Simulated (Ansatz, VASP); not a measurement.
# One calculation of KF, two programs

```
CELL_PARAMETERS angstrom
3.25895 0.00000 0.00000
0.00000 3.25895 0.00000
0.00000 0.00000 3.25895
ATOMIC_POSITIONS crystal
K 0.00000 0.00000 0.00000
F 0.52522 0.48887 0.50174
```

Change from the starting cell: one atom moved.

Alike in both runs: task single point; functional PBE; k mesh 8 × 8 × 8; occupations gaussian, width 0.02 eV; no spin polarisation.

|  | VASP | Ansatz |
| --- | --- | --- |
| version | VASP 6.6.1 | Ansatz 0.2.0 |
| potentials or method | VASP PAW PBE potentials, release 64 (K_sv, F), cutoff 600 eV | scalar-relativistic, plane waves, PAW |
| valence electrons in the cell | 16 | 16 |

```csv
,VASP,Ansatz,Ansatz less VASP
gap on the k mesh at the Fermi level (eV),6.26,6.28,+0.016
least direct gap on the mesh (eV),6.31,6.33,+0.014
pressure (GPa),0.1,0.1,+0.04
"traceless stress, the component that is largest in VASP (GPa)",-0.07,-0.07,+0.003
rms of the force components (eV/Å),0.041,0.039,-0.0027
```

Atom by atom the forces differ by 0.003 eV/Å (rms over components).
